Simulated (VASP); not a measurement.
Runs of VASP 6.6.1 on HgTe (wurtzite type). The structure is that of space group P6_3mc (No. 186), or close to it. The cells are those of the table. 

```tsv
cell	gap on the mesh (eV)	pressure (GPa)
a = 4.492, b = 4.492, c = 7.413 Å, angles 90.0, 90.0, 120.0°, 4 atoms	none	6.2
a = 4.598, b = 4.598, c = 7.557 Å, angles 90.0, 90.0, 120.0°, 4 atoms	none	(b)
a = 4.052, b = 4.052, c = 7.455 Å, angles 90.0, 90.0, 120.0°, 4 atoms	none	(a)
a = 4.333, b = 4.333, c = 7.243 Å, angles 90.0, 90.0, 120.0°, 4 atoms	none	13.6
a = 2.981, b = 2.981, c = 10.521 Å, angles 90.0, 90.0, 120.0°, 4 atoms	none	34.5
```

Alike in all rows: task single point; level PBE; potentials or basis VASP PAW PBE potentials, release 64 (Hg, Te); no spin polarisation; k mesh 8 × 8 × 5; cutoff (eV) 520; smearing fermi-dirac 0.05 eV.

**Question.** Estimate the missing entries.

**Answer.** (a) 24.5; (b) 2.6.

Caveats: spin-orbit coupling is left out, which moves the levels of the heavy elements.

A k mesh can miss the band edges, and the runs leave out spin-orbit coupling on Hg, Te.

A gap of «none» marks levels without a gap at the run's occupations.
